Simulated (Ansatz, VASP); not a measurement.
## BN in VASP and in Ansatz

File POSCAR:

```
BN
1.0
    0.0000000000      1.8163717900      1.8163717900
    1.8163717900      0.0000000000      1.8163717900
    1.8163717900      1.8163717900      0.0000000000
B N
1 1
Direct
    0.0000000000      0.0000000000      0.0000000000
    0.2500000000      0.2500000000      0.2500000000
```

Contents of INCAR.step1:

```
SYSTEM = BN
PREC = Accurate
ENCUT = 520
ISMEAR = -1
SIGMA = 0.02
LREAL = .FALSE.
LASPH = .TRUE.
NELM = 100
GGA = PE
ALGO = Normal
EDIFF = 1E-4
LWAVE = .TRUE.
LCHARG = .FALSE.
```

INCAR.step2

```
SYSTEM = BN
PREC = Accurate
ENCUT = 520
EDIFF = 1E-6
ISMEAR = -1
SIGMA = 0.02
LREAL = .FALSE.
LASPH = .TRUE.
NELM = 100
ALGO = Normal
ISIF = 2
LWAVE = .FALSE.
LCHARG = .FALSE.
METAGGA = R2SCAN
LMIXTAU = .TRUE.
IBRION = 2
NSW = 50
EDIFFG = -0.01
ISTART = 1
```

The input KPOINTS:

```
Automatic mesh
0
G
  14 14 14
  0 0 0
```

Input for Ansatz:

```yaml
crystal:
  lattice:
    - [0.0, 1.81637179, 1.81637179]
    - [1.81637179, 0.0, 1.81637179]
    - [1.81637179, 1.81637179, 0.0]
  atoms:
    - { symbol: B, position: [0.0, 0.0, 0.0] }
    - { symbol: "N", position: [0.25, 0.25, 0.25] }
  symmetry: { tolerance: 0.0003 }
hamiltonian:
  xc: r2scan
  pseudopotentials: { kind: paw, azcp: { folder: soft_1 } }
basis:
  ecutwfc: 500
magnetization:
  spin_polarized: false
scf:
  occupations: { method: fermi_dirac, width: 0.02 }
kpoints:
  mp_grid: { grid: [14, 14, 14], shift: [0, 0, 0] }
  band_path:
    path:
      - [0.0, 0.0, 0.0]
      - [-0.5, -0.5, 0.0]
      - [-0.375, -0.375, 0.25]
      - [-0.375, 0.0, 0.375]
      - [0.0, 0.0, 0.0]
      - [0.0, 0.0, 0.5]
      - [-0.5, -0.25, 0.25]
      - [-0.5, -0.5, 0.0]
    npoints: 10
output:
  forces: true
  stress: true
  eigenvalues: true
  write_potential: true
  elf: true
  volumetric_format: npy
  dos: { e_range: [-12, 8], de: 0.05 }
relax:
  max_steps: 30
```

Alike in both runs: task relaxation of the atoms; functional r2SCAN; k mesh 14 × 14 × 14; occupations fermi-dirac, width 0.02 eV; no spin polarisation.

```csv
,VASP,Ansatz
version,VASP 6.6.1,Ansatz 0.2.0
potentials or method,"VASP PAW PBE potentials, release 64 (B, N), cutoff 520 eV",PAW plane waves
valence electrons in the cell,8,8
```

```tsv
	VASP	Ansatz	Ansatz less VASP
gap on the k mesh at the Fermi level, each at its own relaxed structure (eV)	4.96	4.97	+0.011
```

VASP's potentials were made for PBE, not for r2SCAN. Ansatz's warnings: stress scf threshold loose.

Noted on VASP's run: the relaxation stopped at its first step, so nothing moved.
